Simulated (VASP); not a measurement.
A run of VASP 6.6.1 is set up as follows.

The input INCAR:

```
PREC = Accurate
ENCUT = 520
EDIFF = 1E-7
ISMEAR = 0
SIGMA = 0.1
LREAL = False
LASPH = True
NELM = 100
ALGO = Normal
ISIF = 2
LWAVE = False
LCHARG = False
LDIPOL = True
IDIPOL = 3
DIPOL = 0.5 0.5 0.499
GGA = PE
NBANDS = 78
```

Contents of KPOINTS:

```
Automatic mesh
0
Gamma
  6 6 1
```

Contents of POSCAR:

```
Ag
1.0
    5.0792357021      0.0000000000      0.0000000000
   -2.5396178510      4.3987471498      0.0000000000
    0.0000000000      0.0000000000     24.1831240163
Ag
12
Direct
    0.0000000000      0.3333333333      0.3514847790
    0.3333333333      0.0000000000      0.3514847790
    0.6666666667      0.6666666667      0.3514847790
    0.3333333333      0.3333333333      0.4504949263
    0.6666666667      0.0000000000      0.4504949263
    0.0000000000      0.6666666667      0.4504949263
    0.6666666667      0.3333333333      0.5483306343
    0.0000000000      0.0000000000      0.5483306343
    0.3333333333      0.6666666667      0.5483306343
    0.0000000000      0.3333333333      0.6465291109
    0.3333333333      0.0000000000      0.6465291109
    0.6666666667      0.6666666667      0.6465291109
```

Potentials or basis: VASP PAW PBE potentials, release 64 (Ag).

Launch:

```sh
$ cat potpaw_PBE.64/Ag/POTCAR > POTCAR
$ mpirun -np 1 vasp_std > vasp.out
```

(1) What does it give for the largest force?

(2) What does it give for the band gap on the k mesh?

## Answers

(1) 0.055 eV/Å.

(2) zero (bands 66 and 67 overlap by 3.61 eV).
